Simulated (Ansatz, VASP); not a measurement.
**I in VASP and in Ansatz**

```
I
1.0
    -1.61746    1.61746    4.26481
     1.61746   -1.61746    4.26481
     1.61746    1.61746   -4.26481
I
1
Cartesian
  0.0000 0.0000 0.0000
```

Alike in both runs: task single point; functional PBE; k mesh 4 × 4 × 4; occupations fermi-dirac, width 0.02 eV; no spin polarisation.

|  | VASP | Ansatz |
| --- | --- | --- |
| version | VASP 6.6.1 | Ansatz 0.2.0 |
| potentials or method | VASP PAW PBE potentials, release 64 (I), cutoff 500 eV | all-electron LAPW, scalar-relativistic |

VASP gave:

- pressure (GPa): -1.5
- traceless stress, the component that is largest in VASP (GPa): 1.63

Problem. What did Ansatz give for the same quantities?

Solution. Pressure (GPa): -1.4; traceless stress, the component that is largest in VASP (GPa): 1.60.

Ansatz ran all-electron here, and VASP with PAW potentials.

The k mesh is coarse, so the values compare programs but aren't converged. Spin-orbit coupling is off throughout.
